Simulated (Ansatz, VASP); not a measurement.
## Two plane-wave programs on Hf

File INCAR:

```
PREC = Accurate
ENCUT = 600
EDIFF = 1E-6
ISMEAR = -1
SIGMA = 0.1
LREAL = False
LASPH = True
NELM = 60
ALGO = Normal
ISIF = 3
LWAVE = False
LCHARG = False
GGA = PS
IVDW = 12
IBRION = 2
NSW = 80
EDIFFG = -0.05
```

File KPOINTS:

```
Automatic mesh
0
Gamma
  5 5 5
```

The input POSCAR:

```
Hf
1.0
    0.0000000000      2.2200000000      2.2200000000
    2.2200000000      0.0000000000      2.2200000000
    2.2200000000      2.2200000000      0.0000000000
Hf
1
Direct
    0.0000000000      0.0000000000      0.0000000000
```

Input for Ansatz:

```yaml
crystal:
  lattice:
    - [0.0, 2.22, 2.22]
    - [2.22, 0.0, 2.22]
    - [2.22, 2.22, 0.0]
  atoms:
    - { symbol: Hf, position: [0.0, 0.0, 0.0] }
accuracy: medium
kpoints:
  mp_grid:
    grid: [5, 5, 5]
    shift: [0.0, 0.0, 0.0]
hamiltonian:
  xc: pbesol
  dispersion: d3bj
scf:
  occupations:
    method: fermi_dirac
relax:
  f_tol: 0.05
  max_steps: 60
  cell: {}
```

Alike in both runs: task relaxation of cell and atoms; functional PBEsol; dispersion D3(BJ); k mesh 5 × 5 × 5; no spin polarisation.

|  | VASP | Ansatz |
| --- | --- | --- |
| version | VASP 6.6.1 | Ansatz 0.2.0 |
| potentials or method | VASP PAW PBE potentials, release 64 (Hf_pv) | plane waves, PAW |
| plane-wave cutoff (eV) | 600 | 420 |
| occupations | fermi-dirac, width 0.1 eV | fermi-dirac |
| valence electrons in the cell | 10 | 26 |

```csv
,VASP,Ansatz,Ansatz less VASP
relaxed volume (Å³/atom),20.67,20.72,+0.048
relaxed cell length with the largest relative difference (Å),3.080,3.083,+0.0024
```

VASP's potentials were made for PBE, not for PBEsol. VASP's potentials hold 10 valence electrons a cell and Ansatz's 26, so a difference there can come from the potentials and not from the codes.

The k mesh is coarse, so the values compare programs but aren't converged. Spin-orbit coupling is off throughout.
